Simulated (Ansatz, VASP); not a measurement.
**Be2ZnO3 in VASP and in Ansatz**

File INCAR:

```
SYSTEM = Be2ZnO3
  PREC = Accurate
  ENCUT = 600
  EDIFF = 1E-6
  ISMEAR = 0
  SIGMA = 0.1
  LREAL = .False.
  LASPH = .True.
  NELM = 60
  ALGO = Normal
  ISIF = 3
  LWAVE = .False.
  LCHARG = .False.
  GGA = PE
  IBRION = 2
  NSW = 100
  EDIFFG = -0.01
```

Contents of KPOINTS:

```
regular mesh
0
Gamma
  12 12 16
  0 0 0
```

POSCAR

```
Be2ZnO3
1.0
    4.9097203594      0.0000000000      0.0000000000
   -2.4548601797      4.2519425567      0.0000000000
    0.0000000000      0.0000000000      2.3647396651
Be Zn O
2 1 3
Direct
    0.3333333333      0.6666666667      0.0000000000
    0.6666666667      0.3333333333      0.0000000000
    0.0000000000      0.0000000000      0.0000000000
    0.5000000000      0.0000000000      0.5000000000
    0.5000000000      0.5000000000      0.5000000000
    0.0000000000      0.5000000000      0.5000000000
```

Input for Ansatz:

```yaml
crystal:
  lattice:
    - [4.9097203594, 0.0, 0.0]
    - [-2.4548601797, 4.2519425567, 0.0]
    - [0.0, 0.0, 2.3647396651]
  atoms:
    - { symbol: Be, position: [0.3333333333, 0.6666666667, 0.0] }
    - { symbol: Be, position: [0.6666666667, 0.3333333333, 0.0] }
    - { symbol: Zn, position: [0.0, 0.0, 0.0] }
    - { symbol: O, position: [0.5, 0.0, 0.5] }
    - { symbol: O, position: [0.5, 0.5, 0.5] }
    - { symbol: O, position: [0.0, 0.5, 0.5] }
basis:
  ecutwfc: 420
kpoints:
  mp_grid: { grid: [12, 12, 16] }
hamiltonian:
  xc: pbe
scf:
  occupations: { method: gaussian, width: 0.1 }
output:
  forces: true
  stress: true
  eigenvalues: true
relax:
  adjacent_minimum: "off"
  f_tol: 0.01
  max_steps: 80
  cell: { stress_tol: 0.05 }
```

Change from the starting cell: species swapped into the CeB2Ir3 type (P6/mmm, No. 191).

Alike in both runs: task relaxation of cell and atoms; functional PBE; k mesh 12 × 12 × 16; occupations gaussian, width 0.1 eV; no spin polarisation.

|  | VASP | Ansatz |
| --- | --- | --- |
| version | VASP 6.6.1 | Ansatz 0.2.0 |
| potentials or method | VASP PAW PBE potentials, release 64 (Be, Zn, O), cutoff 600 eV | scalar-relativistic, plane waves, PAW |
| valence electrons in the cell | 34 | 34 |

|  | VASP | Ansatz | Ansatz less VASP |
| --- | --- | --- | --- |
| gap on the k mesh at the Fermi level, each at its own relaxed structure (eV) | none | none | - |
| relaxed volume (Å³/atom) | 8.20 | 8.20 | 0.000 |
| relaxed length of the cell vector where the two differ most in proportion (Å) | 2.402 | 2.401 | -0.0007 |

A gap of «none» marks a metal or a gap that the smearing closes.
